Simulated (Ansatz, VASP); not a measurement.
Two plane-wave programs on CuO

File POSCAR:

```
CuO
1.0
    2.8363251100      0.0000000000      0.0000000000
   -1.4181625500      2.4563296000      0.0000000000
    0.0000000000      0.0000000000      2.7681127800
Cu O
1 1
Direct
    0.0000000000      0.0000000000      0.0000000000
    0.6666666667      0.3333333333      0.5000000000
```

INCAR.step1

```
ALGO = Normal ; EDIFF = 1E-4
ENCUT = 600 ; GGA = PE
ISMEAR = -1 ; LASPH = True
LCHARG = False ; LREAL = False
LWAVE = True ; NELM = 100
PREC = Accurate ; SIGMA = 0.05
```

The input INCAR.step2:

```
ALGO = Normal ; EDIFF = 1E-6
EDIFFG = -0.01 ; ENCUT = 600
IBRION = 2 ; ISIF = 3
ISMEAR = -1 ; ISTART = 1
LASPH = True ; LCHARG = False
LMIXTAU = True ; LREAL = False
LWAVE = False ; METAGGA = R2SCAN
NELM = 100 ; NSW = 60
PREC = Accurate ; SIGMA = 0.05
```

KPOINTS

```
k-points
0
Gamma
  11 11 10
```

The input input.yaml:

```yaml
crystal:
  lattice:
    - [2.83632511, 0.0, 0.0]
    - [-1.41816255, 2.4563296, 0.0]
    - [0.0, 0.0, 2.76811278]
  atoms:
    - { symbol: Cu, position: [0.0, 0.0, 0.0] }
    - { symbol: O, position: [0.6666666667, 0.3333333333, 0.5] }
hamiltonian:
  xc: r2scan
  pseudopotentials: { kind: paw }
kpoints:
  mp_grid: { grid: [11, 11, 10] }
scf:
  occupations: { method: fermi_dirac, width: 0.05 }
output:
  forces: true
  stress: true
  eigenvalues: true
  write_density: true
  write_potential: true
  elf: true
  volumetric_format: npy
relax:
  f_tol: 0.01
  max_steps: 40
  cell: { stress_tol: 0.05 }
```

Alike in both runs: task relaxation of cell and atoms; functional r2SCAN; k mesh 11 × 11 × 10; occupations fermi-dirac, width 0.05 eV; no spin polarisation.

|  | VASP | Ansatz |
| --- | --- | --- |
| version | VASP 6.6.1 | Ansatz 0.2.0 |
| potentials or method | VASP PAW PBE potentials, release 64 (Cu, O) | Ansatz PAW |
| plane-wave cutoff (eV) | 600 | 500 |
| valence electrons in the cell | 17 | 25 |

|  | VASP | Ansatz | Ansatz less VASP |
| --- | --- | --- | --- |
| gap on the k mesh at the Fermi level, each at its own relaxed structure (eV) | none | none | - |
| relaxed volume (Å³/atom) | 9.33 | 9.30 | -0.026 |
| relaxed length of the cell vector where the two differ most in proportion (Å) | 2.846 | 2.843 | -0.0028 |

VASP's potentials were made for PBE, not for r2SCAN. A gap of «none» marks a metal or a gap that the smearing closes. VASP's potentials hold 17 valence electrons a cell and Ansatz's 25, so a difference there can come from the potentials and not from the codes.

Noted on Ansatz's run: the plane-wave basis is chosen anew once the cell has moved, so the energies of steps on either side of that aren't comparable.
